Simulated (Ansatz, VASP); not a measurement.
## Two plane-wave programs on MgS

```
Mg S
1.0
     0.00000    2.83088    2.83088
     2.83088    0.00000    2.83088
     2.83088    2.83088    0.00000
Mg S
1 1
Direct
  0.00000 0.00000 0.00000
  0.25000 0.25000 0.25000
```

Alike in both runs: task single point; functional r2SCAN; k mesh 6 × 6 × 6; no spin polarisation.

```csv
,VASP,Ansatz
version,VASP 6.6.1,Ansatz 0.2.0
potentials or method,"VASP PAW PBE potentials, release 64 (Mg, S)","plane waves, PAW"
plane-wave cutoff (eV),520,500
occupations,"gaussian, width 0.01 eV",fixed
valence electrons in the cell,8,16
```

|  | VASP | Ansatz | Ansatz less VASP |
| --- | --- | --- | --- |
| gap on the k mesh at the Fermi level (eV) | 4.13 | 4.14 | +0.013 |
| pressure (GPa) | -0.3 | 0.0 | +0.29 |

VASP's potentials were made for PBE, not for r2SCAN. VASP's potentials hold 8 valence electrons a cell and Ansatz's 16, so a difference there can come from the potentials and not from the codes.
